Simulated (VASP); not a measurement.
# Rh (Fm-3m) in VASP: further runs

The runs below take Rh through single point, relaxation of cell and atoms, with PBEsol.

Program: VASP 6.6.1. These are calculated values, not measurements. Logs are shortened: lines on timing, memory, paths and dates and some standing lists are left out, and cuts for length are marked.

## (1) The cell of the first run

The structure is cubic, space group Fm-3m (No. 225). Conventional cell: a = 3.780 Å, b = 3.780 Å, c = 3.780 Å, α = 90.00°, β = 90.00°, γ = 90.00°. Within 3.5 Å of Rh (site symmetry m-3m) lie 12 Rh at 2.67 Å.

## (2) Single point, PBEsol

INCAR

```
  ALGO = Normal
  EDIFF = 1E-6
  ENCUT = 500
  GGA = PS
  GGA_COMPAT = False
  ISIF = 2
  ISMEAR = 0
  LASPH = True
  LCHARG = False
  LREAL = False
  LWAVE = False
  NBANDS = 14
  NELM = 120
  PREC = Accurate
  SIGMA = 0.05
```

KPOINTS

```
k-points
0
Gamma
  20 20 20
```

POSCAR

```
Rh
1.0
    0.0000000000      1.8898434594      1.8898434594
    1.8898434594      0.0000000000      1.8898434594
    1.8898434594      1.8898434594      0.0000000000
Rh
1
Direct
    0.0000000000      0.0000000000      0.0000000000
```

Potentials or basis: VASP PAW PBE potentials, release 64 (Rh_pv).

On the command line:

```sh
> cat potpaw_PBE.64/Rh_pv/POTCAR > POTCAR
> mpirun -np 1 vasp_std > vasp.out
```

OUTCAR:

```text
EDIFF = 1E-6
   ENCUT = 500
   GGA = PS
   ISIF = 2
   ISMEAR = 0
   LASPH = True
   LREAL = False
   NELM = 120
   PREC = Accurate

 ion  position               nearest neighbor table
   1  0.000  0.000  0.000-

  LATTYP: Found a face centered cubic cell.
 ALAT       =     3.7796869188

  Lattice vectors:

 A1 = (   0.0000000000,   1.8898434594,   1.8898434594)
 A2 = (   1.8898434594,   0.0000000000,   1.8898434594)
 A3 = (   1.8898434594,   1.8898434594,   0.0000000000)

Analysis of symmetry for initial positions (statically):
=====================================================================
 Subroutine PRICEL returns:
 Original cell was already a primitive cell.

 Routine SETGRP: Setting up the symmetry group for a
 face centered cubic supercell.

 Subroutine GETGRP returns: Found 48 space group operations
 (whereof 48 operations were pure point group operations)
 out of a pool of 48 trial point group operations.

The static configuration has the point symmetry O_h .

Analysis of symmetry for dynamics (positions and initial velocities):
=====================================================================
 Subroutine PRICEL returns:
 Original cell was already a primitive cell.

 Routine SETGRP: Setting up the symmetry group for a
 face centered cubic supercell.

 Subroutine GETGRP returns: Found 48 space group operations
 (whereof 48 operations were pure point group operations)
 out of a pool of 48 trial point group operations.

The dynamic configuration has the point symmetry O_h .

 Subroutine INISYM returns: Found 48 space group operations
 (whereof 48 operations are pure point group operations),
 and found     1 'primitive' translations

----------------------------------------------------------------------------------------

                                     Primitive cell

  volume of cell :      13.4992

  direct lattice vectors                    reciprocal lattice vectors
     0.000000000  1.889843459  1.889843459    -0.264572178  0.264572178  0.264572178
     1.889843459  0.000000000  1.889843459     0.264572178 -0.264572178  0.264572178
     1.889843459  1.889843459  0.000000000     0.264572178  0.264572178 -0.264572178

  length of vectors
     2.672642251  2.672642251  2.672642251     0.458252454  0.458252454  0.458252454

  position of ions in fractional coordinates (direct lattice)
     0.000000000  0.000000000  0.000000000

  ion indices of the primitive-cell ions
   primitive index   ion index
                 1           1

----------------------------------------------------------------------------------------
[... 82 lines left out ...]
   NUPDOWN=      -1.0000    fix difference up-down
   EMIN   =  10.00;   EMAX   =-10.00  energy-range for DOS
   EFERMI =   0.00;   METHOD = LEGACY
   ISMEAR =     0;   SIGMA  =   0.05  broadening in eV -4-tet -1-fermi 0-gaus
   EFERMI_NEDOS =   21; number of points for ismear=-14 and -15
   IALGO  =     38    algorithm
   IMIX   =      4    mixing-type and parameters
     AMIX     =   0.40;   BMIX     =  1.00
     AMIX_MAG =   1.60;   BMIX_MAG =  1.00
  volume/ion in A,a.u.               =      13.50        91.10
  Fermi-wavevector in a.u.,A,eV,Ry     =   1.695650  3.204313 39.119841  2.875227
  Thomas-Fermi vector in A             =   2.776655
   LORBIT       =      0    0 simple, 1 ext, 2 COOP (PROOUT), +10 PAW based schemes
   GGA     = PS    functional components
   LHFCALC =     F    Hartree Fock is set to
   AEXX    =    0.0000 exact exchange contribution
   IVDW    =     0    specifies the selected vdW correction
   LEPSILON=     F    determine dielectric tensor
   LRPA    =     F    only Hartree local field effects (RPA)
 non-spin polarized calculation
 Gauss-broadening in eV      SIGMA  =   0.05
  energy-cutoff  :      500.00
  volume of cell :       13.50
 maximum number of plane-waves:       360
   NGX =  9   NGY =  9   NGZ =  9

 number of electron      15.0000006 magnetization

 Free energy of the ion-electron system (eV)
  ---------------------------------------------------
  ext. energy  EPLUGINS =         0.00000000
  ---------------------------------------------------
  free energy    TOTEN  =        -8.13946136 eV

  energy without entropy =       -8.13790163  energy(sigma->0) =       -8.13868150

 E-fermi :  12.1014     XC(G=0): -14.3364

 val. band max:       12.0912097466   @ k =  -0.3000   0.3000   0.1000
 cond. band min:      12.1032416226   @ k =  -0.3500   0.2000   0.0500
 fundamental gap:      0.0120318760
 Fermi energy:        12.1014284084

 k-point     1 :       0.0000    0.0000    0.0000
  band No.  band energies     occupation
      1     -34.2709      2.00000
      2     -34.2709      2.00000
      3     -34.2709      2.00000
      4       3.9037      2.00000
      5       8.9097      2.00000
      6       8.9097      2.00000
      7       8.9097      2.00000
      8      11.0853      2.00000
      9      11.0853      2.00000
     10      28.0123      0.00000
     11      32.4099      0.00000
     12      33.5693      0.00000
     13      33.5693      0.00000
     14      33.5693      0.00000
[... 377 lines left out ...]
      1     -34.9258      2.00000
      2     -34.3826      2.00000
      3     -34.3565      2.00000
      4       5.9919      2.00000
      5       8.9765      2.00000
      6       9.0644      2.00000
      7      10.3935      2.00000
      8      11.8992      2.00000
      9      12.6661      0.00000
     10      23.5979      0.00000
     11      28.4630      0.00000
     12      32.4117      0.00000
     13      33.9645      0.00000
     14      35.5746      0.00000

 [... further k-points ...]

------------------------ aborting loop because EDIFF is reached ----------------------------------------

  FORCE on cell =-STRESS in cart. coord.  units (eV):
  Direction    XX          YY          ZZ          XY          YZ          ZX
  --------------------------------------------------------------------------------------
  -------------------------------------------------------------------------------------
  Total       -0.0004724     -0.0004724     -0.0004724      0.0000000     -0.0000000      0.0000000
  in kB       -0.0560704     -0.0560704     -0.0560704      0.0000000     -0.0000000      0.0000000
  external PRESSURE =      -0.0560704 kB  Pullay stress =       0.0000000 kB

 VOLUME and BASIS-vectors are now :
 -----------------------------------------------------------------------------
  energy-cutoff  :      500.00
  volume of cell :       13.50
      direct lattice vectors                 reciprocal lattice vectors
     0.000000000  1.889843459  1.889843459    -0.264572178  0.264572178  0.264572178
     1.889843459  0.000000000  1.889843459     0.264572178 -0.264572178  0.264572178
     1.889843459  1.889843459  0.000000000     0.264572178  0.264572178 -0.264572178

 POSITION                                       TOTAL-FORCE (eV/Angst)
 -----------------------------------------------------------------------------------
      0.00000      0.00000      0.00000        -0.000000     -0.000000     -0.000000
 -----------------------------------------------------------------------------------
    total drift:                               -0.000000     -0.000000     -0.000000

  FREE ENERGIE OF THE ION-ELECTRON SYSTEM (eV)
  ---------------------------------------------------
  free  energy   TOTEN  =        -8.1394613579 eV

  energy  without entropy=       -8.1379016343  energy(sigma->0) =       -8.13868150
```

OSZICAR:

```text
N       E                     dE             d eps       ncg     rms          rms(c)
DAV:   1     0.116439824164E+03    0.11644E+03   -0.85149E+03  7196   0.112E+03
DAV:   2    -0.725368753429E+01   -0.12369E+03   -0.11827E+03  7972   0.337E+02
DAV:   3    -0.876711922478E+01   -0.15134E+01   -0.15109E+01  8632   0.410E+01
DAV:   4    -0.877241766396E+01   -0.52984E-02   -0.52983E-02  8152   0.249E+00
DAV:   5    -0.877246207816E+01   -0.44414E-04   -0.44414E-04  8446   0.201E-01    0.115E+01
DAV:   6    -0.816619276268E+01    0.60627E+00   -0.98533E-01  7552   0.139E+01    0.363E+00
DAV:   7    -0.814437612186E+01    0.21817E-01   -0.21198E-02  8236   0.178E+00    0.166E+00
DAV:   8    -0.813967626029E+01    0.46999E-02   -0.44511E-03  7588   0.915E-01    0.237E-01
DAV:   9    -0.813945628427E+01    0.21998E-03   -0.16562E-04  7546   0.181E-01    0.258E-02
DAV:  10    -0.813946114996E+01   -0.48657E-05   -0.24172E-06  8004   0.179E-02    0.476E-03
DAV:  11    -0.813946135794E+01   -0.20799E-06   -0.37189E-07  3916   0.856E-03
   1 F= -.81394614E+01 E0= -.81386815E+01  d E =-.155972E-02
```

stdout:

```text
POSCAR found type information on POSCAR Rh
 POSCAR found :  1 types and       1 ions
 scaLAPACK will be used
 -----------------------------------------------------------------------------
|                                                                             |
|                                                                             |
|     You enforced a specific xc type in the INCAR file but a different       |
|     I HOPE YOU KNOW WHAT YOU ARE DOING!                                     |
|                                                                             |
 -----------------------------------------------------------------------------

 LDA part: xc-table for (Slater+PW92), standard interpolation
 POSCAR, INCAR and KPOINTS ok, starting setup
 FFT: planning ... GRIDC
 FFT: planning ... GRID_SOFT
 FFT: planning ... GRID
 WAVECAR not read
 entering main loop
```

Run time: 22 s. Hardware: 1 thread of AMD EPYC 9R45 (Zen 5), shared host; peak memory 0.12 GiB.

Results:

```yaml
Free_energy: -8.1395 eV
Pressure: 0.0 GPa
Band_gap_on_the_k_mesh: zero (an odd number of electrons rules out a gap without spin polarisation)
```

Caveat: the PAW data sets were made with another functional, which shifts forces and pressure a little.

## (3) Relaxation of cell and atoms, PBEsol

This run uses another cell than the first one, of 13.72 Å³/atom.

INCAR

```
SYSTEM = Rh
  PREC = Accurate
  ENCUT = 500
  EDIFF = 1E-7
  ISMEAR = 0
  SIGMA = 0.05
  LREAL = .False.
  LASPH = .True.
  NELM = 120
  ALGO = Normal
  ISIF = 3
  LWAVE = .False.
  LCHARG = .False.
  GGA = PS
  IBRION = 2
  NSW = 60
  EDIFFG = -0.03
  GGA_COMPAT = .False.
  NELMIN = 4
```

KPOINTS

```
regular mesh
0
Gamma
  20 20 20
  0 0 0
```

POSCAR

```
Rh
1.0
    0.0000000000      1.9000000000      1.9000000000
    1.9000000000      0.0000000000      1.9000000000
    1.9000000000      1.9000000000      0.0000000000
Rh
1
Direct
    0.0000000000      0.0000000000      0.0000000000
```

Potentials or basis: VASP PAW PBE potentials, release 64 (Rh_pv).

On the command line:

```sh
> cat potpaw_PBE.64/Rh_pv/POTCAR > POTCAR
> mpirun -np 1 vasp_std > vasp.out
```

Run time: 39 s. Hardware: 1 thread of AMD EPYC 9R45 (Zen 5), shared host; peak memory 0.13 GiB.

The run converged. Its results:

| Property | Result |
| --- | --- |
| Free energy | -8.1396 eV |
| Relaxed volume | 13.50 Å³/atom |
| Relaxed cell | a = 2.673 Å, b = 2.673 Å, c = 2.673 Å, α = 60.00°, β = 60.00°, γ = 60.00° |
| Space group after relaxing (to 0.1 Å) | Fm-3m (No. 225) |
| Energy gained by relaxing | 3.2 meV/atom |
| Ionic steps | 3 |
| Pressure after relaxing | -0.1 GPa |
| Band gap on the k mesh | zero (an odd number of electrons rules out a gap without spin polarisation) |

The path:
```tsv
step	energy change (eV)	largest force (eV/Å)	pressure (GPa)	volume (Å³)
1	0.0000	0.0000	-4.56	13.72
2	0.0186	0.0000	13.44	12.96
3	-0.0032	0.0000	-0.07	13.50
```

Final structure:
```yaml
crystal:
  lattice:
    - [0.00000, 1.88999, 1.88999]
    - [1.88999, 0.00000, 1.88999]
    - [1.88999, 1.88999, 0.00000]
  atoms:
    - { symbol: Rh, position: [0.00000, 0.00000, 0.00000] }
```

Levels at points of the mesh, in eV from the Fermi level:
```tsv
k point	band 5	band 6	band 7	band 8	band 9	band 10
(0.00, 0.00, 0.00)	-3.19	-3.19	-3.19	-1.02	-1.02	15.91
(0.50, 0.00, 0.00)	-3.27	-3.27	0.59	0.59	0.62	8.77
(0.50, 0.50, 0.00)	-6.15	0.57	1.02	1.02	3.19	12.45
```

Caveat: the PAW data sets were made with another functional, which shifts forces and pressure a little.
